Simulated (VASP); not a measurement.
# NaCl (Fm-3m) in VASP: a series of runs

Runs on NaCl. Level: PBE. Tasks: single point, relaxation of cell and atoms.

Everything below comes from runs of VASP 6.6.1. Logs are shortened: lines on timing, memory, paths and dates and some standing lists are left out, and cuts for length are marked.

### 1 The cell of the first run

Symmetry: Fm-3m, No. 225, cubic system. Conventional cell: a = 5.204 Å, b = 5.204 Å, c = 5.204 Å, α = 90.00°, β = 90.00°, γ = 90.00°. Within 3.4 Å of Na (site symmetry m-3m) lie 6 Cl at 2.60 Å. Within 3.4 Å of Cl (site symmetry m-3m) lie 6 Na at 2.60 Å.

### 2 Single point, PBE

The input, INCAR:

```
ALGO = Normal
EDIFF = 1E-6
ENCUT = 520
GGA = PE
ISIF = 2
ISMEAR = 0
LASPH = T
LCHARG = F
LREAL = F
LWAVE = F
NBANDS = 14
NELM = 60
PREC = Accurate
SIGMA = 0.02
```

The input, KPOINTS:

```
k-points
0
Gamma
  8 8 8
```

The input, POSCAR:

```
NaCl
1.0
    0.0000000000      2.6022103644      2.6022103644
    2.6022103644      0.0000000000      2.6022103644
    2.6022103644      2.6022103644      0.0000000000
Na Cl
1 1
Direct
    0.0000000000      0.0000000000      0.0000000000
    0.5000000000      0.5000000000      0.5000000000
```

Potentials or basis: VASP PAW PBE potentials, release 64 (Na_pv, Cl).

Launch:

```bash
$ cat potpaw_PBE.64/Na_pv/POTCAR potpaw_PBE.64/Cl/POTCAR > POTCAR
$ mpirun -np 1 vasp_std > vasp.out
```

OUTCAR:

```text
EDIFF = 1E-6
   ENCUT = 520
   GGA = PE
   ISIF = 2
   ISMEAR = 0
   LASPH = T
   LREAL = F
   NELM = 60
   PREC = Accurate

 ion  position               nearest neighbor table
   1  0.000  0.000  0.000-   2 2.60   2 2.60   2 2.60   2 2.60   2 2.60   2 2.60
   2  0.500  0.500  0.500-   1 2.60   1 2.60   1 2.60   1 2.60   1 2.60   1 2.60

  LATTYP: Found a face centered cubic cell.
 ALAT       =     5.2044207288

  Lattice vectors:

 A1 = (   0.0000000000,   2.6022103644,   2.6022103644)
 A2 = (   2.6022103644,   0.0000000000,   2.6022103644)
 A3 = (   2.6022103644,   2.6022103644,   0.0000000000)

Analysis of symmetry for initial positions (statically):
=====================================================================
 Subroutine PRICEL returns:
 Original cell was already a primitive cell.

 Routine SETGRP: Setting up the symmetry group for a
 face centered cubic supercell.

 Subroutine GETGRP returns: Found 48 space group operations
 (whereof 48 operations were pure point group operations)
 out of a pool of 48 trial point group operations.

The static configuration has the point symmetry O_h .

Analysis of symmetry for dynamics (positions and initial velocities):
=====================================================================
 Subroutine PRICEL returns:
 Original cell was already a primitive cell.

 Routine SETGRP: Setting up the symmetry group for a
 face centered cubic supercell.

 Subroutine GETGRP returns: Found 48 space group operations
 (whereof 48 operations were pure point group operations)
 out of a pool of 48 trial point group operations.

The dynamic configuration has the point symmetry O_h .

 Subroutine INISYM returns: Found 48 space group operations
 (whereof 48 operations are pure point group operations),
 and found     1 'primitive' translations

----------------------------------------------------------------------------------------

                                     Primitive cell

  volume of cell :      35.2417

  direct lattice vectors                    reciprocal lattice vectors
     0.000000000  2.602210364  2.602210364    -0.192144343  0.192144343  0.192144343
     2.602210364  0.000000000  2.602210364     0.192144343 -0.192144343  0.192144343
     2.602210364  2.602210364  0.000000000     0.192144343  0.192144343 -0.192144343

  length of vectors
     3.680081189  3.680081189  3.680081189     0.332803764  0.332803764  0.332803764

  position of ions in fractional coordinates (direct lattice)
     0.000000000  0.000000000  0.000000000
     0.500000000  0.500000000  0.500000000

  ion indices of the primitive-cell ions
   primitive index   ion index
                 1           1
                 2           2

----------------------------------------------------------------------------------------

 KPOINTS: k-points

Automatic generation of k-mesh.
 Grid dimensions read from file:
 generate k-points for:    8    8    8

 Generating k-lattice:

  Cartesian coordinates                     Fractional coordinates (reciprocal lattice)
    -0.024018043  0.024018043  0.024018043     0.125000000  0.000000000  0.000000000
     0.024018043 -0.024018043  0.024018043     0.000000000  0.125000000  0.000000000
     0.024018043  0.024018043 -0.024018043     0.000000000  0.000000000  0.125000000

  Length of vectors
     0.041600470  0.041600470  0.041600470

  Shift w.r.t. Gamma in fractional coordinates (k-lattice)
     0.000000000  0.000000000  0.000000000

 Subroutine IBZKPT returns following result:
 ===========================================

 Found     29 irreducible k-points:

 Following reciprocal coordinates:
            Coordinates               Weight
  0.000000  0.000000  0.000000      1.000000
  0.125000  0.000000  0.000000      8.000000
  0.250000  0.000000  0.000000      8.000000
  0.375000  0.000000  0.000000      8.000000
  0.500000  0.000000  0.000000      4.000000
  0.125000  0.125000  0.000000      6.000000
[... 16 lines left out ...]
  0.500000  0.250000  0.125000     48.000000
 -0.375000  0.250000  0.125000     24.000000
 [... further k-points ...]
   k-points           NKPTS =     29   k-points in BZ     NKDIM =     29   number of bands    NBANDS=     14
   number of dos      NEDOS =    301   number of ions     NIONS =      2
   total plane-waves  NPLWV =  21952
   dimension x,y,z NGX =    28 NGY =   28 NGZ =   28
   dimension x,y,z NGXF=    56 NGYF=   56 NGZF=   56
   ions per type =               1   1
   NGX,Y,Z   is equivalent  to a cutoff of  12.65, 12.65, 12.65 a.u.
   NGXF,Y,Z  is equivalent  to a cutoff of  25.30, 25.30, 25.30 a.u.
 SYSTEM =  unknown system
   PREC   = accura    normal or accurate (medium, high low for compatibility)
   ISTART =      0    job   : 0-new  1-cont  2-samecut
   ICHARG =      2    charge: 1-file 2-atom 10-const
   ISPIN  =      1    spin polarized calculation?
   LNONCOLLINEAR =      F non collinear calculations
   LSORBIT =      F    spin-orbit coupling
   LASPH  =      T    aspherical Exc in radial PAW
   ENCUT  =  520.0 eV  38.22 Ry    6.18 a.u.   6.84  6.84  6.84*2*pi/ulx,y,z
   NELM   =     60;   NELMIN=  2; NELMDL= -5     # of ELM steps
   EDIFF  = 0.1E-05   stopping-criterion for ELM
   LREAL  =      F    real-space projection
   EDIFFG = 0.1E-04   stopping-criterion for IOM
   NSW    =      0    number of steps for IOM
   IBRION =     -1    ionic relax: 0-MD 1-quasi-New 2-CG
   NFREE  =      0    steps in history (QN), initial steepest desc. (CG)
   ISIF   =      2    stress and relaxation
   ISYM   =      2    0-nonsym 1-usesym 2-fastsym
   POTIM  = 0.5000    time-step for ionic-motion
   TEBEG  =    0.0;   TEEND  =   0.0 temperature during run
   PSTRESS=    0.0 pullay stress
   NELECT =      14.0000    total number of electrons
   NUPDOWN=      -1.0000    fix difference up-down
   EMIN   =  10.00;   EMAX   =-10.00  energy-range for DOS
   EFERMI =   0.00;   METHOD = LEGACY
   ISMEAR =     0;   SIGMA  =   0.02  broadening in eV -4-tet -1-fermi 0-gaus
   EFERMI_NEDOS =   21; number of points for ismear=-14 and -15
   IALGO  =     38    algorithm
   IMIX   =      4    mixing-type and parameters
     AMIX     =   0.40;   BMIX     =  1.00
     AMIX_MAG =   1.60;   BMIX_MAG =  1.00
  volume/ion in A,a.u.               =      17.62       118.91
  Fermi-wavevector in a.u.,A,eV,Ry     =   1.203460  2.274210 19.705546  1.448317
  Thomas-Fermi vector in A             =   2.339213
   LORBIT       =      0    0 simple, 1 ext, 2 COOP (PROOUT), +10 PAW based schemes
   GGA     = PE    functional components
   LHFCALC =     F    Hartree Fock is set to
   AEXX    =    0.0000 exact exchange contribution
   IVDW    =     0    specifies the selected vdW correction
   LEPSILON=     F    determine dielectric tensor
   LRPA    =     F    only Hartree local field effects (RPA)
 non-spin polarized calculation
 Gauss-broadening in eV      SIGMA  =   0.02
  energy-cutoff  :      520.00
  volume of cell :       35.24
 maximum number of plane-waves:       960
   NGX = 13   NGY = 13   NGZ = 13

 number of electron      14.0000009 magnetization

 Free energy of the ion-electron system (eV)
  ---------------------------------------------------
  ext. energy  EPLUGINS =         0.00000000
  ---------------------------------------------------
  free energy    TOTEN  =        -6.45721736 eV

  energy without entropy =       -6.45721736  energy(sigma->0) =       -6.45721736

 E-fermi :   1.0159     XC(G=0):  -9.2486

 val. band max:        0.9246878586   @ k =   0.0000   0.0000   0.0000
 cond. band min:       7.1432987501   @ k =   0.0000   0.0000   0.0000
 fundamental gap:      6.2186108914
 Fermi energy:         1.0159481221

 k-point     1 :       0.0000    0.0000    0.0000
  band No.  band energies     occupation
      1     -19.5615      2.00000
      2     -19.5615      2.00000
      3     -19.5615      2.00000
      4     -12.4254      2.00000
      5       0.9247      2.00000
      6       0.9247      2.00000
      7       0.9247      2.00000
      8       7.1433      0.00000
      9      12.1855      0.00000
     10      12.1855      0.00000
     11      12.1855      0.00000
     12      14.6992      0.00000
     13      14.6992      0.00000
     14      16.7081      0.00000

 k-point     2 :       0.1250    0.0000    0.0000
  band No.  band energies     occupation
      1     -19.5752      2.00000
      2     -19.5623      2.00000
      3     -19.5623      2.00000
      4     -12.3333      2.00000
      5       0.3982      2.00000
      6       0.8560      2.00000
      7       0.8560      2.00000
      8       7.7314      0.00000
      9      11.6851      0.00000
     10      12.4461      0.00000
     11      12.4461      0.00000
     12      14.5291      0.00000
     13      14.5291      0.00000
     14      17.8908      0.00000

 k-point     3 :       0.2500    0.0000    0.0000
  band No.  band energies     occupation
      1     -19.6074      2.00000
      2     -19.5641      2.00000
      3     -19.5641      2.00000
      4     -12.1010      2.00000
      5      -0.6442      2.00000
      6       0.6975      2.00000
      7       0.6975      2.00000
      8       8.5872      0.00000
      9      11.5747      0.00000
     10      12.7220      0.00000
     11      12.7220      0.00000
     12      14.8513      0.00000
     13      14.8513      0.00000
     14      18.4981      0.00000
[... 324 lines left out ...]
 k-point    23 :       0.5000    0.2500    0.1250
  band No.  band energies     occupation
      1     -19.6261      2.00000
      2     -19.5823      2.00000
      3     -19.5706      2.00000
      4     -11.7755      2.00000
      5      -1.2961      2.00000
      6      -0.1118      2.00000
      7       0.3587      2.00000
      8       9.8809      0.00000
      9      11.3307      0.00000
     10      11.5859      0.00000
     11      13.7265      0.00000
     12      15.6745      0.00000
     13      18.6829      0.00000
     14      18.9723      0.00000

 k-point    24 :      -0.3750    0.2500    0.1250
  band No.  band energies     occupation
      1     -19.6323      2.00000
      2     -19.5835      2.00000
      3     -19.5728      2.00000
      4     -11.6979      2.00000
      5      -1.4748      2.00000
      6      -0.2299      2.00000
      7       0.2816      2.00000
      8       9.8285      0.00000
      9      11.2288      0.00000
     10      12.4106      0.00000
     11      13.5104      0.00000
     12      16.5096      0.00000
     13      18.2540      0.00000
     14      19.1040      0.00000

 [... further k-points ...]

------------------------ aborting loop because EDIFF is reached ----------------------------------------

  FORCE on cell =-STRESS in cart. coord.  units (eV):
  Direction    XX          YY          ZZ          XY          YZ          ZX
  --------------------------------------------------------------------------------------
  -------------------------------------------------------------------------------------
  Total        2.6419637      2.6419637      2.6419637     -0.0000000      0.0000000     -0.0000000
  in kB      120.1102936    120.1102936    120.1102936     -0.0000000      0.0000000     -0.0000000
  external PRESSURE =     120.1102936 kB  Pullay stress =       0.0000000 kB

 VOLUME and BASIS-vectors are now :
 -----------------------------------------------------------------------------
  energy-cutoff  :      520.00
  volume of cell :       35.24
      direct lattice vectors                 reciprocal lattice vectors
     0.000000000  2.602210364  2.602210364    -0.192144343  0.192144343  0.192144343
     2.602210364  0.000000000  2.602210364     0.192144343 -0.192144343  0.192144343
     2.602210364  2.602210364  0.000000000     0.192144343  0.192144343 -0.192144343

 POSITION                                       TOTAL-FORCE (eV/Angst)
 -----------------------------------------------------------------------------------
      0.00000      0.00000      0.00000         0.000000      0.000000      0.000000
      2.60221      2.60221      2.60221         0.000000      0.000000      0.000000
 -----------------------------------------------------------------------------------
    total drift:                                0.000000      0.000000      0.000000

  FREE ENERGIE OF THE ION-ELECTRON SYSTEM (eV)
  ---------------------------------------------------
  free  energy   TOTEN  =        -6.4572173563 eV

  energy  without entropy=       -6.4572173563  energy(sigma->0) =       -6.45721736
```

It took 17 s on 1 thread of Intel Xeon 8259CL, shared host; peak memory 0.15 GiB.

What came out:

| Item | Value |
| --- | --- |
| Free energy | -6.4572 eV |
| Pressure | 12.0 GPa |
| Band gap on the k mesh | 6.22 eV |

Caveat: the cell stands under pressure.

### 3 Relaxation of cell and atoms, PBE, target pressure 12 GPa, at which the enthalpy is minimised

The input, INCAR:

```
PREC = Accurate ; ENCUT = 600
EDIFF = 1E-7 ; ISMEAR = 0
SIGMA = 0.02 ; LREAL = F
LASPH = T ; NELM = 80
ALGO = Normal ; ISIF = 3
LWAVE = F ; LCHARG = F
GGA = PE ; IBRION = 2
NSW = 100 ; EDIFFG = -0.002
PSTRESS = 120.0
```

The input, KPOINTS:

```
Automatic mesh
0
Gamma
  8 8 8
```

POSCAR is that of step 2.

Potentials or basis: VASP PAW PBE potentials, release 64 (Na_pv, Cl).

Launch:

```bash
$ cat potpaw_PBE.64/Na_pv/POTCAR potpaw_PBE.64/Cl/POTCAR > POTCAR
$ mpirun -np 1 vasp_std > vasp.out
```

Run time: 40 s. Hardware: 1 thread of Intel Xeon 8259CL, shared host; peak memory 0.16 GiB.

It converged, with:

| Item | Value |
| --- | --- |
| Free energy | -6.4594 eV |
| Relaxed volume | 17.63 Å³/atom |
| Relaxed cell | a = 3.681 Å, b = 3.681 Å, c = 3.681 Å, α = 60.00°, β = 60.00°, γ = 60.00° |
| Space group after relaxing (to 0.1 Å) | Fm-3m (No. 225) |
| Energy change on relaxing (the run minimises the enthalpy) | -1.0 meV/atom |
| Ionic steps | 3 |
| Pressure after relaxing | 12.0 GPa |
| Band gap on the k mesh | 6.22 eV |

Step by step:
| step | energy change (eV) | largest force (eV/Å) | pressure (GPa) | volume (Å³) |
| --- | --- | --- | --- | --- |
| 1 | 0.0000 | 0.0000 | 12.06 | 35.24 |
| 2 | -0.0024 | 0.0000 | 11.98 | 35.27 |
| 3 | -0.0019 | 0.0000 | 12.00 | 35.27 |

Final structure:
```yaml
crystal:
  lattice:
    - [0.00000, 2.60284, 2.60284]
    - [2.60284, 0.00000, 2.60284]
    - [2.60284, 2.60284, 0.00000]
  atoms:
    - { symbol: Na, position: [0.00000, 0.00000, 0.00000] }
    - { symbol: Cl, position: [0.50000, 0.50000, 0.50000] }
```

Levels at points of the mesh, in eV from the valence-band top:
```tsv
k point	band 3	band 4	band 5	band 6	band 7	band 8	band 9	band 10	band 11
(0.00, 0.00, 0.00)	-20.49	-13.35	0.00	0.00	0.00	6.22	11.26	11.26	11.26
(0.50, 0.00, 0.00)	-20.49	-12.67	-2.78	-0.44	-0.44	7.65	11.50	11.50	12.74
(0.50, 0.50, 0.00)	-20.51	-12.62	-2.39	-0.87	-0.87	7.73	8.22	13.19	16.11
```

Caveat: the cell is relaxed towards a set pressure, so the run minimises the enthalpy, not the energy.
